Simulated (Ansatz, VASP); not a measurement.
## Li2O: VASP beside Ansatz

```
Li O
1.0
     0.00000    2.37879    2.37879
     2.37879    0.00000    2.37879
     2.37879    2.37879    0.00000
Li O
2 1
Cartesian
  1.1894 1.1894 1.1894
  3.5682 3.5682 3.5682
  0.0000 0.0000 0.0000
```

Change from the starting cell: strain +0.030 along x and y, +0.030 along z, atoms carried along.

Alike in both runs: task single point; functional PBE; k mesh 8 × 8 × 8; occupations gaussian, width 0.05 eV; no spin polarisation.

```csv
,VASP,Ansatz
version,VASP 6.6.1,Ansatz 0.2.0
potentials or method,"VASP PAW PBE potentials, release 64 (Li_sv, O), cutoff 750 eV","scalar-relativistic, plane waves, PAW"
valence electrons in the cell,12,12
```

```csv
,VASP,Ansatz,Ansatz less VASP
gap on the k mesh at the Fermi level (eV),4.65,4.64,-0.002
least direct gap on the mesh (eV),4.65,4.64,-0.002
pressure (GPa),-6.1,-5.7,+0.38
```
